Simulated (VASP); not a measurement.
# Y (I4/mmm) in VASP: single point with r2SCAN

Aim: the single point of Y with r2SCAN.

Everything below comes from runs of VASP 6.6.1. Logs are shortened: lines on timing, memory, paths and dates and some standing lists are left out, and cuts for length are marked.

### Step 1. The cell of the first run

Symmetry: I4/mmm, No. 139, tetragonal system. Conventional cell: a = 3.795 Å, b = 3.795 Å, c = 5.169 Å, α = 90.00°, β = 90.00°, γ = 90.00°. Y (site symmetry 4/mmm) has 12 Y at 3.73 to 3.80 Å within 4.9 Å.

### Step 2. Single point, r2SCAN (strain +0.080 along x and y, +0.040 along z)

The input, POSCAR:

```
Y
1.0
    0.0000000000      2.6838000000      2.5844000000
    2.6838000000      0.0000000000      2.5844000000
    2.6838000000      2.6838000000      0.0000000000
Y
1
Direct
    0.0000000000      0.0000000000      0.0000000000
```

The input, INCAR.step1:

```
SYSTEM = Y
  PREC = Accurate
  ENCUT = 520
  ISMEAR = 0
  SIGMA = 0.15
  LREAL = .False.
  LASPH = .True.
  NELM = 100
  NBANDS = 12
  GGA = PE
  ALGO = Normal
  EDIFF = 1E-4
  LWAVE = .True.
  LCHARG = .False.
```

The input, INCAR.step2:

```
SYSTEM = Y
  PREC = Accurate
  ENCUT = 520
  EDIFF = 1E-6
  ISMEAR = 0
  SIGMA = 0.15
  LREAL = .False.
  LASPH = .True.
  NELM = 100
  ALGO = Normal
  ISIF = 2
  LWAVE = .False.
  LCHARG = .False.
  METAGGA = R2SCAN
  LMIXTAU = .True.
  NBANDS = 12
  ISTART = 1
```

The input, KPOINTS:

```
Automatic mesh
0
Gamma
  16 16 16
  0 0 0
```

Potentials or basis: VASP PAW PBE potentials, release 64 (Y_sv).

Launch:

```bash
> cat potpaw_PBE.64/Y_sv/POTCAR > POTCAR
> cp INCAR.step1 INCAR
> mpirun -np 1 vasp_std > vasp.out
> cp INCAR.step2 INCAR
> mpirun -np 1 vasp_std > vasp.out
```

OUTCAR:

```text
SYSTEM = Y
   PREC = Accurate
   ENCUT = 520
   EDIFF = 1E-6
   ISMEAR = 0
   LREAL = .False.
   LASPH = .True.
   NELM = 100
   ISIF = 2
   METAGGA = R2SCAN
   ISTART = 1

 ion  position               nearest neighbor table
   1  0.000  0.000  0.000-

  LATTYP: Found a body centered tetragonal cell.
 ALAT       =     3.7954663587
 C/A-ratio  =     1.3618352823

  Lattice vectors:

 A1 = (   0.0000000000,  -2.6838000000,  -2.5844000000)
 A2 = (   0.0000000000,   2.6838000000,  -2.5844000000)
 A3 = (   2.6838000000,   0.0000000000,   2.5844000000)

Analysis of symmetry for initial positions (statically):
=====================================================================
 Subroutine PRICEL returns:
 Original cell was already a primitive cell.

 Routine SETGRP: Setting up the symmetry group for a
 body centered tetragonal supercell.

 Subroutine GETGRP returns: Found 16 space group operations
 (whereof 16 operations were pure point group operations)
 out of a pool of 16 trial point group operations.

The static configuration has the point symmetry D_4h.

Analysis of symmetry for dynamics (positions and initial velocities):
=====================================================================
 Subroutine PRICEL returns:
 Original cell was already a primitive cell.

 Routine SETGRP: Setting up the symmetry group for a
 body centered tetragonal supercell.

 Subroutine GETGRP returns: Found 16 space group operations
 (whereof 16 operations were pure point group operations)
 out of a pool of 16 trial point group operations.

The dynamic configuration has the point symmetry D_4h.

 Subroutine INISYM returns: Found 16 space group operations
 (whereof 16 operations are pure point group operations),
 and found     1 'primitive' translations

----------------------------------------------------------------------------------------

                                     Primitive cell

  volume of cell :      37.2297

  direct lattice vectors                    reciprocal lattice vectors
     0.000000000  2.683800000  2.584400000    -0.186303003  0.186303003  0.193468503
     2.683800000  0.000000000  2.584400000     0.186303003 -0.186303003  0.193468503
     2.683800000  2.683800000  0.000000000     0.186303003  0.186303003 -0.193468503

  length of vectors
     3.725842965  3.725842965  3.795466359     0.326875634  0.326875634  0.326875634

  position of ions in fractional coordinates (direct lattice)
     0.000000000  0.000000000  0.000000000

  ion indices of the primitive-cell ions
   primitive index   ion index
                 1           1

----------------------------------------------------------------------------------------

 KPOINTS: Automatic mesh

Automatic generation of k-mesh.
 Grid dimensions read from file:
 generate k-points for:   16   16   16

 Generating k-lattice:

  Cartesian coordinates                     Fractional coordinates (reciprocal lattice)
    -0.011643938  0.011643938  0.012091781     0.062500000 -0.000000000  0.000000000
     0.011643938 -0.011643938  0.012091781    -0.000000000  0.062500000  0.000000000
     0.011643938  0.011643938 -0.012091781     0.000000000  0.000000000  0.062500000

  Length of vectors
     0.020429727  0.020429727  0.020429727

  Shift w.r.t. Gamma in fractional coordinates (k-lattice)
     0.000000000  0.000000000  0.000000000

 Subroutine IBZKPT returns following result:
 ===========================================

 Found    349 irreducible k-points:

 Following reciprocal coordinates:
            Coordinates               Weight
  0.000000  0.000000  0.000000      1.000000
  0.062500  0.000000  0.000000      8.000000
  0.125000  0.000000  0.000000      8.000000
  0.187500  0.000000  0.000000      8.000000
  0.250000  0.000000  0.000000      8.000000
  0.312500  0.000000  0.000000      8.000000
[... 16 lines left out ...]
 -0.125000  0.062500  0.000000      8.000000
 -0.062500  0.062500  0.000000      4.000000
 [... further k-points ...]
   k-points           NKPTS =    349   k-points in BZ     NKDIM =    349   number of bands    NBANDS=     12
   number of dos      NEDOS =    301   number of ions     NIONS =      1
   total plane-waves  NPLWV =  21952
   dimension x,y,z NGX =    28 NGY =   28 NGZ =   28
   dimension x,y,z NGXF=    56 NGYF=   56 NGZF=   56
   ions per type =               1
   NGX,Y,Z   is equivalent  to a cutoff of  12.49, 12.49, 12.26 a.u.
   NGXF,Y,Z  is equivalent  to a cutoff of  24.99, 24.99, 24.53 a.u.
 SYSTEM =  Y
   PREC   = accura    normal or accurate (medium, high low for compatibility)
   ISTART =      1    job   : 0-new  1-cont  2-samecut
   ICHARG =      0    charge: 1-file 2-atom 10-const
   ISPIN  =      1    spin polarized calculation?
   LNONCOLLINEAR =      F non collinear calculations
   LSORBIT =      F    spin-orbit coupling
   LASPH  =      T    aspherical Exc in radial PAW
   ENCUT  =  520.0 eV  38.22 Ry    6.18 a.u.   6.93  6.93  7.06*2*pi/ulx,y,z
   NELM   =    100;   NELMIN=  2; NELMDL=  0     # of ELM steps
   EDIFF  = 0.1E-05   stopping-criterion for ELM
   LREAL  =      F    real-space projection
   EDIFFG = 0.1E-04   stopping-criterion for IOM
   NSW    =      0    number of steps for IOM
   IBRION =     -1    ionic relax: 0-MD 1-quasi-New 2-CG
   NFREE  =      0    steps in history (QN), initial steepest desc. (CG)
   ISIF   =      2    stress and relaxation
   ISYM   =      2    0-nonsym 1-usesym 2-fastsym
   POTIM  = 0.5000    time-step for ionic-motion
   TEBEG  =    0.0;   TEEND  =   0.0 temperature during run
   PSTRESS=    0.0 pullay stress
   NELECT =      11.0000    total number of electrons
   NUPDOWN=      -1.0000    fix difference up-down
   EMIN   =  10.00;   EMAX   =-10.00  energy-range for DOS
   EFERMI =   0.00;   METHOD = LEGACY
   ISMEAR =     0;   SIGMA  =   0.15  broadening in eV -4-tet -1-fermi 0-gaus
   EFERMI_NEDOS =   21; number of points for ismear=-14 and -15
   IALGO  =     38    algorithm
   IMIX   =      4    mixing-type and parameters
     AMIX     =   0.40;   BMIX     =  1.00
     AMIX_MAG =   1.60;   BMIX_MAG =  1.00
  volume/ion in A,a.u.               =      37.23       251.24
  Fermi-wavevector in a.u.,A,eV,Ry     =   1.090375  2.060509 16.176194  1.188917
  Thomas-Fermi vector in A             =   2.226598
   LORBIT       =      0    0 simple, 1 ext, 2 COOP (PROOUT), +10 PAW based schemes
   METAGGA = R2SCAN    functional components
   LHFCALC =     F    Hartree Fock is set to
   AEXX    =    0.0000 exact exchange contribution
   IVDW    =     0    specifies the selected vdW correction
   LEPSILON=     F    determine dielectric tensor
   LRPA    =     F    only Hartree local field effects (RPA)
 non-spin polarized calculation
 Gauss-broadening in eV      SIGMA  =   0.15
  energy-cutoff  :      520.00
  volume of cell :       37.23
 maximum number of plane-waves:      1017
   NGX = 13   NGY = 13   NGZ = 15

 number of electron      11.0000000 magnetization

 Free energy of the ion-electron system (eV)
  ---------------------------------------------------
  ext. energy  EPLUGINS =         0.00000000
  ---------------------------------------------------
  free energy    TOTEN  =       -20.18389347 eV

  energy without entropy =      -20.16046401  energy(sigma->0) =      -20.17217874

 E-fermi :   2.4923     XC(G=0):  -9.5723

 val. band max:        2.4890839022   @ k =  -0.2500   0.4375   0.1875
 cond. band min:       2.4961624813   @ k =  -0.3125   0.0625   0.2500
 fundamental gap:      0.0070785791
 Fermi energy:         2.4922839848

 k-point     1 :       0.0000    0.0000    0.0000
  band No.  band energies     occupation
      1     -42.0657      2.00000
      2     -21.1722      2.00000
      3     -21.1659      2.00000
      4     -21.1659      2.00000
      5      -2.2852      2.00000
      6       4.3084      0.00000
      7       4.3084      0.00000
      8       4.5586      0.00000
      9       6.0195      0.00000
     10       6.3668      0.00000
     11      11.4831      0.00000
     12      14.3604      0.00000

 k-point     2 :       0.0625    0.0000    0.0000
  band No.  band energies     occupation
      1     -42.0642      2.00000
      2     -21.1838      2.00000
      3     -21.1707      2.00000
      4     -21.1682      2.00000
      5      -2.1971      2.00000
      6       4.2410      0.00000
      7       4.3484      0.00000
      8       4.5603      0.00000
      9       5.9806      0.00000
     10       6.3151      0.00000
     11      11.6877      0.00000
     12      14.0390      0.00000

 k-point     3 :       0.1250    0.0000    0.0000
  band No.  band energies     occupation
      1     -42.0600      2.00000
      2     -21.2255      2.00000
      3     -21.1756      2.00000
      4     -21.1747      2.00000
      5      -1.9391      2.00000
      6       3.9929      0.00000
      7       4.4441      0.00000
      8       4.6366      0.00000
      9       5.9063      0.00000
     10       6.1983      0.00000
     11      12.2085      0.00000
     12      13.2342      0.00000

 k-point     4 :       0.1875    0.0000    0.0000
  band No.  band energies     occupation
      1     -42.0536      2.00000
      2     -21.2878      2.00000
      3     -21.1844      2.00000
      4     -21.1822      2.00000
      5      -1.5313      2.00000
      6       3.6403      0.00000
      7       4.5159      0.00000
      8       4.7376      0.00000
      9       5.9147      0.00000
     10       6.1237      0.00000
     11      12.1996      0.00000
     12      13.0406      0.00000

 k-point     5 :       0.2500    0.0000    0.0000
  band No.  band energies     occupation
      1     -42.0461      2.00000
      2     -21.3605      2.00000
      3     -21.1959      2.00000
      4     -21.1900      2.00000
      5      -1.0099      2.00000
      6       3.2807      0.00000
      7       4.4781      0.00000
      8       4.7501      0.00000
      9       6.1232      0.00000
     10       6.2232      0.00000
     11      11.4515      0.00000
     12      13.2808      0.00000
[... 228 lines left out ...]
      1     -42.0430      2.00000
      2     -21.3801      2.00000
      3     -21.2100      2.00000
      4     -21.1958      2.00000
      5      -0.7687      2.00000
      6       3.1658      0.00000
      7       4.5341      0.00000
      8       4.5948      0.00000
      9       5.9185      0.00000
     10       6.6240      0.00000
     11      11.4298      0.00000
     12      13.2378      0.00000

 k-point    22 :      -0.1875    0.0625    0.0000
  band No.  band energies     occupation
      1     -42.0505      2.00000
      2     -21.3087      2.00000
      3     -21.2015      2.00000
      4     -21.1844      2.00000
      5      -1.3114      2.00000
      6       3.4875      0.00000
      7       4.6162      0.00000
      8       4.6883      0.00000
      9       5.6539      0.00000
     10       6.3861      0.00000
     11      12.1715      0.00000
     12      13.2818      0.00000

 k-point    23 :      -0.1250    0.0625    0.0000
  band No.  band energies     occupation
      1     -42.0571      2.00000
      2     -21.2445      2.00000
      3     -21.1925      2.00000
      4     -21.1751      2.00000
      5      -1.7548      2.00000
      6       3.8089      0.00000
      7       4.5434      0.00000
      8       4.6996      0.00000
      9       5.6649      0.00000
     10       6.3061      0.00000
     11      12.5495      0.00000
     12      13.0446      0.00000

 k-point    24 :      -0.0625    0.0625    0.0000
  band No.  band energies     occupation
      1     -42.0619      2.00000
      2     -21.1989      2.00000
      3     -21.1831      2.00000
      4     -21.1694      2.00000
      5      -2.0580      2.00000
      6       4.0700      0.00000
      7       4.4168      0.00000
      8       4.6490      0.00000
      9       5.8251      0.00000
     10       6.3228      0.00000
     11      11.9919      0.00000
     12      13.6385      0.00000

 [... further k-points ...]
[... 5 lines left out ...]
  --------------------------------------------------------------------------------------
  -------------------------------------------------------------------------------------
  Total       -0.8463982     -0.8463982     -0.7109427      0.0000000      0.0000000     -0.0000000
  in kB      -36.4246434    -36.4246434    -30.5953308      0.0000000      0.0000000     -0.0000000
  external PRESSURE =     -34.4815392 kB  Pullay stress =       0.0000000 kB

 VOLUME and BASIS-vectors are now :
 -----------------------------------------------------------------------------
  energy-cutoff  :      520.00
  volume of cell :       37.23
      direct lattice vectors                 reciprocal lattice vectors
     0.000000000  2.683800000  2.584400000    -0.186303003  0.186303003  0.193468503
     2.683800000  0.000000000  2.584400000     0.186303003 -0.186303003  0.193468503
     2.683800000  2.683800000  0.000000000     0.186303003  0.186303003 -0.193468503

 POSITION                                       TOTAL-FORCE (eV/Angst)
 -----------------------------------------------------------------------------------
      0.00000      0.00000      0.00000        -0.000000      0.000000      0.000000
 -----------------------------------------------------------------------------------
    total drift:                               -0.000000      0.000000     -0.000000

  FREE ENERGIE OF THE ION-ELECTRON SYSTEM (eV)
  ---------------------------------------------------
  free  energy   TOTEN  =       -20.1838934727 eV

  energy  without entropy=      -20.1604640095  energy(sigma->0) =      -20.17217874
```

Run time: 20 min. Hardware: 1 thread of AMD EPYC 7R13, shared host; peak memory 0.28 GiB.

What came out:

```yaml
Free_energy: -20.1839 eV
Pressure: -3.4 GPa
```

Stress tensor (GPa, compression positive):
```
-3.64  0.00  0.00
 0.00 -3.64  0.00
 0.00  0.00 -3.06
```

Caveat: the cell differs from its parent crystal (strain +0.080 along x and y, +0.040 along z); the PAW data sets were made with another functional, which shifts forces and pressure a little.
